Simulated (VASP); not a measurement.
# NaMo32S64 (a cell with a defect) in VASP: single point with PBE

Aim: the single point of NaMo32S64 (a cell with a defect) with PBE.

All numbers are computed with VASP 6.6.1; they aren't measurements. Logs are shortened: lines on timing, memory, paths and dates and some standing lists are left out, and cuts for length are marked.

## Step 1: The cell of the first run

The cell holds a defect, 97 atoms: a = 12.489 Å, b = 12.489 Å, c = 12.083 Å, α = 90.00°, β = 90.00°, γ = 120.00°.

## Step 2: Single point, PBE

INCAR reads:

```
ALGO = Normal ; EDIFF = 1E-6
ENCUT = 400 ; GGA = PE
GGA_COMPAT = False ; ISIF = 2
ISMEAR = -1 ; ISYM = -1
KPAR = 1 ; LASPH = True
LCHARG = False ; LREAL = Auto
LWAVE = False ; NBANDS = 474
NELECT = 838.0 ; NELM = 120
PREC = Accurate ; SIGMA = 0.01
```

KPOINTS reads:

```
explicit points
1
Reciprocal
  0.25000000   0.25000000   0.25000000 1
```

POSCAR reads:

```
NaMo32S64
1.0
   12.4893157300      0.0000001100      0.0000000000
   -6.2446579600     10.8160646400      0.0000000000
    0.0000000000      0.0000000000     12.0827026900
Mo S Na
32 64 1
Direct
    0.1668539681      0.0828583234      0.2562902588
    0.0830509518      0.1666564551      0.7434963212
    0.1668419766      0.3345709463      0.2563026733
    0.0824482335      0.4189592187      0.7432085544
    0.1674700729      0.5841419400      0.2528279540
    0.0842240597      0.6672600646      0.7461288448
    0.1674885030      0.8339199406      0.2528130567
    0.0825452159      0.9138206288      0.7432426528
    0.4191467438      0.0822495042      0.2565735564
    0.3347502180      0.1666326916      0.7434808445
    0.4185447858      0.3345510659      0.2562842172
    0.3347419948      0.4183507693      0.7434974799
    0.4190465770      0.5873846140      0.2565377200
    0.3341059512      0.6672867816      0.7469691369
    0.4173684381      0.8339443461      0.2536516108
    0.3341222987      0.9170623784      0.7469533292
    0.6674551672      0.0840320354      0.2536593077
    0.5843287788      0.1672733102      0.7469485289
    0.6674801450      0.3339113667      0.2528210847
    0.5875686252      0.4188445693      0.7432425700
    0.6674463545      0.5841122568      0.2528030424
    0.5842982012      0.6672491498      0.7469869310
    0.6674310087      0.8339753161      0.2536239680
    0.5841772199      0.9172188098      0.7486607287
    0.9140230288      0.0823597056      0.2565444238
    0.8341140573      0.1672968837      0.7469638401
    0.9172631097      0.3339320741      0.2528358993
    0.8341364720      0.4171738112      0.7461254515
    0.9174167952      0.5839882720      0.2511225409
    0.8341586628      0.6672278826      0.7461589705
    0.9172967128      0.8339570074      0.2527977455
    0.8341469557      0.9170956571      0.7469795650
    0.1668078901      0.0825206775      0.6137357006
    0.0826902938      0.1665926611      0.3860530313
    0.1638613198      0.0766289782      0.8696386288
    0.0768699205      0.1637168462      0.1301588759
    0.1667927504      0.3346387158      0.6137496875
    0.0831565450      0.4182304878      0.3841114127
    0.1637972884      0.3375518826      0.8696070962
    0.0846298196      0.4168238764      0.1231222880
    0.1684519520      0.5860310744      0.6148952921
    0.0831328801      0.6668416130      0.3822147344
    0.1665582220      0.5837320867      0.8764138514
    0.0849240791      0.6677247438      0.1214808506
    0.1684787732      0.8327525104      0.6149031546
    0.0831818269      0.9154663291      0.3840889840
    0.1665949501      0.8331503446      0.8764412459
    0.0846450296      0.9183498177      0.1230950590
    0.4184333368      0.0829726877      0.6156719395
    0.3348012934      0.1665686202      0.3860350718
    0.4169619523      0.0843776350      0.8766613126
    0.3377943318      0.1636557308      0.1301763389
    0.4188974632      0.3346110692      0.6137346246
    0.3347830912      0.4186827755      0.3860450861
    0.4247217037      0.3374848501      0.8696330010
    0.3377332869      0.4245766012      0.1301390128
    0.4184144837      0.5857388214      0.6156951132
    0.3331137642      0.6684506985      0.3848774665
    0.4169532936      0.5828596781      0.8766895348
    0.3349983847      0.6680522171      0.1233383820
    0.4184627099      0.8343635374      0.6175666315
    0.3331428803      0.9151735213      0.3848842531
    0.4166687753      0.8334778179      0.8783010120
    0.3350345747      0.9174726015      0.1233676801
    0.6670599927      0.0829587245      0.6175629900
    0.5861960849      0.1682204199      0.3848913707
    0.6678723378      0.0846860625      0.8782921563
    0.5839674176      0.1664077459      0.1233757909
    0.6686545332      0.3329369827      0.6148994303
    0.5859055963      0.4181918365      0.3840930394
    0.6681922605      0.3347496568      0.8764420736
    0.5831073756      0.4168066747      0.1231032525
    0.6686361507      0.5859706037      0.6149768136
    0.5861375150      0.6684232367      0.3848072008
    0.6681725378      0.5836365755      0.8764003611
    0.5838866668      0.6680287310      0.1233819153
    0.6670483310      0.8343752767      0.6176203447
    0.5840942030      0.9172817717      0.3838592341
    0.6678795372      0.8334772606      0.8783065571
    0.5841254946      0.9173323446      0.1229790253
    0.9156878028      0.0830181706      0.6156913888
    0.8329328038      0.1682685865      0.3848861566
    0.9184890818      0.0844041645      0.8766803481
    0.8333991228      0.1664553577      0.1233440099
    0.9153935931      0.3329866286      0.6148938851
    0.8345330424      0.4182494335      0.3822211900
    0.9176242406      0.3347995800      0.8764083063
    0.8337181061      0.4165186746      0.1214920236
    0.9174952993      0.5839218893      0.6159230423
    0.8345478278      0.6668327297      0.3821631731
    0.9174681879      0.5838745523      0.8768034166
    0.8337174165      0.6677318552      0.1214770435
    0.9154530134      0.8327819960      0.6149761515
    0.8329538254      0.9152317629      0.3848072008
    0.9177092394      0.8331790905      0.8763991196
    0.8334228046      0.9175705988      0.1233852258
    0.2507867540      0.2505977047     -0.0001112334
```

Potentials or basis: VASP PAW PBE potentials, release 64 (Mo_sv, S, Na_pv).

Run with:

```console
cat potpaw_PBE.64/Mo_sv/POTCAR potpaw_PBE.64/S/POTCAR potpaw_PBE.64/Na_pv/POTCAR > POTCAR
mpirun -np 4 vasp_std > vasp.out
```

OUTCAR:

```text
EDIFF = 1E-6
   ENCUT = 400
   GGA = PE
   ISIF = 2
   ISMEAR = -1
   ISYM = -1
   LASPH = True
   LREAL = Auto
   NELECT = 838.0
   NELM = 120
   PREC = Accurate

 ion  position               nearest neighbor table
   1  0.167  0.083  0.256-  46 2.38  36 2.40  52 2.40  48 2.40  34 2.40  50 2.40  31 3.11   7 3.11
                            11 3.14   3 3.14  25 3.15   9 3.15
   2  0.083  0.167  0.743-  81 2.38  35 2.40  39 2.40  33 2.40  83 2.40  37 2.40  32 3.11  26 3.11
                            12 3.14  10 3.14   8 3.15   4 3.15
   3  0.167  0.335  0.256-  38 2.38  36 2.40  56 2.40  40 2.40  54 2.40  34 2.40   5 3.11  27 3.11
                            11 3.14   1 3.14  13 3.15  25 3.15
   4  0.082  0.419  0.743-  39 2.33  85 2.38  41 2.38  43 2.40  87 2.40  37 2.40   6 3.09  28 3.09
                            14 3.12  26 3.12  12 3.15   2 3.15
   5  0.167  0.584  0.253-  42 2.39  60 2.39  40 2.39  38 2.40  44 2.40  58 2.40   3 3.11   7 3.12
                            15 3.12  29 3.12  13 3.12  27 3.12
   6  0.084  0.667  0.746-  43 2.39  47 2.39  41 2.39  45 2.39  89 2.39  91 2.40   8 3.09   4 3.09
                            16 3.12  14 3.12  30 3.12  28 3.12
   7  0.167  0.834  0.253-  42 2.39  48 2.39  64 2.39  46 2.39  44 2.40  62 2.40   1 3.11   5 3.12
                            15 3.12  29 3.12   9 3.12  31 3.12
   8  0.083  0.914  0.743-  35 2.33  45 2.38  93 2.38  47 2.40  95 2.40  33 2.40   6 3.09  30 3.09
                            16 3.12  32 3.12  10 3.15   2 3.15
   9  0.419  0.082  0.257-  52 2.33  66 2.38  62 2.38  64 2.40  68 2.40  50 2.40  15 3.09  17 3.09
                             7 3.12  19 3.12   1 3.15  11 3.15
  10  0.335  0.167  0.743-  49 2.38  55 2.40  35 2.40  51 2.40  33 2.40  53 2.40  16 3.11  18 3.11
                             2 3.14  12 3.14   8 3.15  20 3.15
  11  0.419  0.335  0.256-  70 2.38  56 2.40  52 2.40  54 2.40  72 2.40  50 2.40  21 3.11  19 3.11
                             1 3.14   3 3.14  13 3.15   9 3.15
[... 104 lines left out ...]
  95  0.918  0.833  0.876-  30 2.39  32 2.39   8 2.40
  96  0.833  0.918  0.123-  23 2.39  31 2.39  25 2.40
  97  0.251  0.251  1.000-  36 2.45  55 2.45  35 2.45  39 2.45  56 2.45  52 2.45

IMPORTANT INFORMATION: All symmetrisations will be switched off!
NOSYMM: (Re-)initialisation of all symmetry stuff for point group C_1.

----------------------------------------------------------------------------------------

                                     Primitive cell

  volume of cell :    1632.1949

  direct lattice vectors                    reciprocal lattice vectors
    12.489315730  0.000000110  0.000000000     0.080068437  0.046227535  0.000000000
    -6.244657960 10.816064640  0.000000000    -0.000000001  0.092455068  0.000000000
     0.000000000  0.000000000 12.082702690     0.000000000  0.000000000  0.082762940

  length of vectors
    12.489315730 12.489315727 12.082702690     0.092455068  0.092455068  0.082762940

  position of ions in fractional coordinates (direct lattice)
     0.166853968  0.082858323  0.256290259
     0.083050952  0.166656455  0.743496321
     0.166841977  0.334570946  0.256302673
     0.082448234  0.418959219  0.743208554
     0.167470073  0.584141940  0.252827954
     0.084224060  0.667260065  0.746128845
[... 89 lines left out ...]
     0.833422805  0.917570599  0.123385226
     0.250786754  0.250597705  0.999888767

  ion indices of the primitive-cell ions
   primitive index   ion index
                 1           1
                 2           2
                 3           3
                 4           4
                 5           5
                 6           6
[... 89 lines left out ...]
                96          96
                97          97

----------------------------------------------------------------------------------------

 KPOINTS: explicit points

Read explicit list of k-points.

 Found      1 k-points:

 Following reciprocal coordinates:
            Coordinates               Weight
  0.250000  0.250000  0.250000      1.000000
   k-points           NKPTS =      1   k-points in BZ     NKDIM =      1   number of bands    NBANDS=    476
   number of dos      NEDOS =    301   number of ions     NIONS =     97
   total plane-waves  NPLWV = 564480
   dimension x,y,z NGX =    84 NGY =   84 NGZ =   80
   dimension x,y,z NGXF=   168 NGYF=  168 NGZF=  160
   ions per type =              32  64   1
   NGX,Y,Z   is equivalent  to a cutoff of  11.18, 11.18, 11.01 a.u.
   NGXF,Y,Z  is equivalent  to a cutoff of  22.36, 22.36, 22.01 a.u.
 SYSTEM =  unknown system
   PREC   = accura    normal or accurate (medium, high low for compatibility)
   ISTART =      0    job   : 0-new  1-cont  2-samecut
   ICHARG =      2    charge: 1-file 2-atom 10-const
   ISPIN  =      1    spin polarized calculation?
   LNONCOLLINEAR =      F non collinear calculations
   LSORBIT =      F    spin-orbit coupling
   LASPH  =      T    aspherical Exc in radial PAW
   ENCUT  =  400.0 eV  29.40 Ry    5.42 a.u.  20.37 20.37 19.70*2*pi/ulx,y,z
   NELM   =    120;   NELMIN=  2; NELMDL= -5     # of ELM steps
   EDIFF  = 0.1E-05   stopping-criterion for ELM
   LREAL  =      T    real-space projection
   EDIFFG = 0.1E-04   stopping-criterion for IOM
   NSW    =      0    number of steps for IOM
   IBRION =     -1    ionic relax: 0-MD 1-quasi-New 2-CG
   NFREE  =      0    steps in history (QN), initial steepest desc. (CG)
   ISIF   =      2    stress and relaxation
   ISYM   =     -1    0-nonsym 1-usesym 2-fastsym
   POTIM  = 0.5000    time-step for ionic-motion
   TEBEG  =    0.0;   TEEND  =   0.0 temperature during run
   PSTRESS=    0.0 pullay stress
   NELECT =     838.0000    total number of electrons
   NUPDOWN=      -1.0000    fix difference up-down
   EMIN   =  10.00;   EMAX   =-10.00  energy-range for DOS
   EFERMI =   0.00;   METHOD = LEGACY
   ISMEAR =    -1;   SIGMA  =   0.01  broadening in eV -4-tet -1-fermi 0-gaus
   EFERMI_NEDOS =   21; number of points for ismear=-14 and -15
   IALGO  =     38    algorithm
   IMIX   =      4    mixing-type and parameters
     AMIX     =   0.40;   BMIX     =  1.00
     AMIX_MAG =   1.60;   BMIX_MAG =  1.00
  volume/ion in A,a.u.               =      16.83       113.55
  Fermi-wavevector in a.u.,A,eV,Ry     =   1.310888  2.477219 23.380614  1.718427
  Thomas-Fermi vector in A             =   2.441387
   LORBIT       =      0    0 simple, 1 ext, 2 COOP (PROOUT), +10 PAW based schemes
   GGA     = PE    functional components
   LHFCALC =     F    Hartree Fock is set to
   AEXX    =    0.0000 exact exchange contribution
   IVDW    =     0    specifies the selected vdW correction
   LEPSILON=     F    determine dielectric tensor
   LRPA    =     F    only Hartree local field effects (RPA)
 non-spin polarized calculation
  energy-cutoff  :      400.00
  volume of cell :     1632.19
 maximum number of plane-waves:     29647
 NGX is ok and might be reduce to    84
   NGX = 41   NGY = 41   NGZ = 39

 number of electron     837.9999848 magnetization

 Free energy of the ion-electron system (eV)
  ---------------------------------------------------
  ext. energy  EPLUGINS =         0.00000000
  ---------------------------------------------------
  free energy    TOTEN  =      -704.33110337 eV

  energy without entropy =     -704.33110337  energy(sigma->0) =     -704.33110337

 E-fermi :   8.0558     XC(G=0): -11.1395

 val. band max:        7.8129656339   @ k =   0.2500   0.2500   0.2500
 cond. band min:       9.1087946944   @ k =   0.2500   0.2500   0.2500
 fundamental gap:      1.2958290605
 Fermi energy:         8.0558380700

 k-point     1 :       0.2500    0.2500    0.2500
  band No.  band energies     occupation
      1     -53.2939      2.00000
      2     -53.2939      2.00000
      3     -53.2766      2.00000
      4     -53.2766      2.00000
      5     -53.2765      2.00000
      6     -53.2765      2.00000
[... 423 lines left out ...]
    430       9.7052      0.00000
    431       9.7201      0.00000
 [bands above 431 left out]

------------------------ aborting loop because EDIFF is reached ----------------------------------------

  FORCE on cell =-STRESS in cart. coord.  units (eV):
  Direction    XX          YY          ZZ          XY          YZ          ZX
  --------------------------------------------------------------------------------------
  -------------------------------------------------------------------------------------
  Total       62.3200801     64.2955987     44.1323077      1.6818101     -0.1328258     -0.0540188
  in kB       61.1739572     63.1131442     43.3206745      1.6508801     -0.1303830     -0.0530254
  external PRESSURE =      55.8692586 kB  Pullay stress =       0.0000000 kB

 VOLUME and BASIS-vectors are now :
 -----------------------------------------------------------------------------
  energy-cutoff  :      400.00
  volume of cell :     1632.19
      direct lattice vectors                 reciprocal lattice vectors
    12.489315730  0.000000110  0.000000000     0.080068437  0.046227535  0.000000000
    -6.244657960 10.816064640  0.000000000    -0.000000001  0.092455068  0.000000000
     0.000000000  0.000000000 12.082702690     0.000000000  0.000000000  0.082762940

 POSITION                                       TOTAL-FORCE (eV/Angst)
 -----------------------------------------------------------------------------------
      1.56647      0.89620      3.09668        -0.000114      0.000423      0.001275
     -0.00346      1.80257      8.98345        -0.001425     -0.002735     -0.002555
     -0.00554      3.61874      3.09683        -0.000652      0.002635      0.003169
     -1.58654      4.53149      8.97997        -0.000451     -0.001945     -0.001581
     -1.55618      6.31812      3.05484        -0.000041      0.001221     -0.000228
     -3.11491      7.21713      9.01525         0.000313     -0.001856     -0.000576
[... 89 lines left out ...]
      4.67897      9.92450      1.49083         0.000951      0.000693      0.011912
      1.56726      2.71048     12.08136         0.000325      0.000148      0.000312
 -----------------------------------------------------------------------------------
    total drift:                                0.006230      0.004501      0.001184

  FREE ENERGIE OF THE ION-ELECTRON SYSTEM (eV)
  ---------------------------------------------------
  free  energy   TOTEN  =      -704.3311033665 eV

  energy  without entropy=     -704.3311033665  energy(sigma->0) =     -704.33110337
```

Run time: 5.3 min. Hardware: 4 MPI ranks of Intel Xeon Platinum 8488C (Sapphire Rapids), shared host; peak memory 0.53 GiB.

Results:

```
Free energy   : -704.3311 eV
Largest force : 0.024 eV/Å
```

Forces on the atoms (eV/Å):
```
Mo   0.000  0.000  0.001
Mo  -0.001 -0.003 -0.003
Mo  -0.001  0.003  0.003
Mo   0.000 -0.002 -0.002
Mo   0.000  0.001  0.000
Mo   0.000 -0.002 -0.001
Mo  -0.001  0.001 -0.001
Mo   0.000 -0.003 -0.003
Mo   0.000  0.001  0.002
Mo   0.001 -0.002 -0.003
Mo   0.001  0.003  0.003
Mo   0.001 -0.001 -0.001
Mo   0.001  0.002  0.003
Mo   0.001 -0.002  0.000
Mo   0.000  0.002  0.001
Mo   0.000 -0.002  0.000
Mo   0.000  0.002  0.001
Mo   0.000 -0.002  0.000
Mo   0.000  0.002 -0.001
Mo  -0.001 -0.001 -0.002
Mo   0.001  0.001  0.000
Mo  -0.001 -0.001  0.000
Mo   0.000  0.002  0.001
Mo  -0.001 -0.002  0.001
Mo  -0.001  0.001  0.003
Mo   0.000 -0.002  0.000
Mo   0.000  0.002  0.000
Mo   0.000 -0.001  0.000
Mo   0.000  0.001 -0.001
Mo   0.001 -0.001 -0.001
Mo   0.001  0.001  0.000
Mo  -0.001 -0.001  0.000
S    0.000  0.001  0.013
S    0.001 -0.001 -0.013
S    0.000 -0.011 -0.012
S   -0.011 -0.006  0.013
S    0.000  0.002  0.013
S    0.002 -0.002 -0.014
S   -0.015  0.009 -0.016
S   -0.001  0.000  0.012
S   -0.001  0.000  0.014
S    0.000 -0.001 -0.013
S    0.000  0.001 -0.012
S    0.000  0.000  0.013
S   -0.002  0.002  0.014
S    0.000 -0.001 -0.013
S    0.000  0.001 -0.012
S    0.000 -0.002  0.013
S   -0.001  0.002  0.014
S    0.001  0.000 -0.013
S    0.001  0.001 -0.012
S    0.015 -0.009  0.016
S   -0.001  0.001  0.013
S    0.001 -0.002 -0.013
S    0.010  0.006 -0.013
S    0.000  0.010  0.013
S    0.000  0.001  0.013
S    0.001 -0.002 -0.014
S    0.000  0.001 -0.013
S    0.000 -0.001  0.012
S   -0.001  0.001  0.014
S    0.001  0.000 -0.013
S    0.000  0.001 -0.011
S    0.000  0.000  0.012
S    0.000  0.001  0.013
S    0.000 -0.002 -0.014
S    0.000  0.001 -0.013
S    0.001 -0.001  0.012
S   -0.001  0.002  0.014
S    0.000 -0.001 -0.014
S    0.000  0.001 -0.012
S    0.001  0.000  0.012
S    0.000  0.000  0.013
S   -0.001 -0.001 -0.014
S   -0.001  0.000 -0.012
S    0.000 -0.002  0.012
S    0.000  0.001  0.014
S    0.001 -0.001 -0.013
S    0.000  0.000 -0.012
S    0.001  0.000  0.012
S    0.000  0.001  0.014
S    0.002 -0.002 -0.014
S   -0.001  0.000 -0.013
S    0.000 -0.001  0.012
S    0.000  0.002  0.013
S    0.001 -0.001 -0.014
S    0.000  0.001 -0.012
S   -0.001  0.000  0.013
S   -0.001  0.001  0.014
S    0.000 -0.001 -0.013
S    0.000  0.001 -0.013
S    0.000 -0.001  0.012
S    0.000  0.001  0.013
S    0.000  0.000 -0.013
S    0.000  0.002 -0.012
S    0.001  0.001  0.012
Na   0.000  0.000  0.000
```

Caveat: the cell carries a net charge on a neutralising background, which shifts energy and pressure; the cell is charged against a uniform background, so pressure and absolute levels hang on convention.
